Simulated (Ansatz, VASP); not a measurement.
# Two plane-wave programs on AgCl

```
CELL_PARAMETERS angstrom
0.00000 3.11291 2.20083
3.11291 0.00000 2.20083
3.11291 3.11291 0.00000
ATOMIC_POSITIONS crystal
Ag 0.50000 0.50000 0.50000
Cl 0.00000 0.00000 0.00000
```

Alike in both runs: task single point; functional PBE; k mesh 10 × 10 × 10; occupations gaussian, width 0.05 eV; no spin polarisation.

```csv
,VASP,Ansatz
version,VASP 6.6.1,Ansatz 0.2.0
potentials or method,"VASP PAW PBE potentials, release 64 (Ag, Cl), cutoff 520 eV","scalar-relativistic, plane waves, PAW"
valence electrons in the cell,18,26
```

Ansatz gave:

```
gap on the k mesh at the Fermi level (eV)                     : 1.45
least direct gap on the mesh (eV)                             : 3.53
pressure (GPa)                                                : 16.3
traceless stress, the component that is largest in VASP (GPa) : 23.97
```

**Question.** Which values does VASP return?

**Answer.** gap on the k mesh at the Fermi level (eV): 1.46; least direct gap on the mesh (eV): 3.55; pressure (GPa): 16.1; traceless stress, the component that is largest in VASP (GPa): 23.67.

The functional is the same, so the differences come from potentials, cutoffs and numerics. VASP's potentials hold 18 valence electrons a cell and Ansatz's 26, so a difference there can come from the potentials and not from the codes.
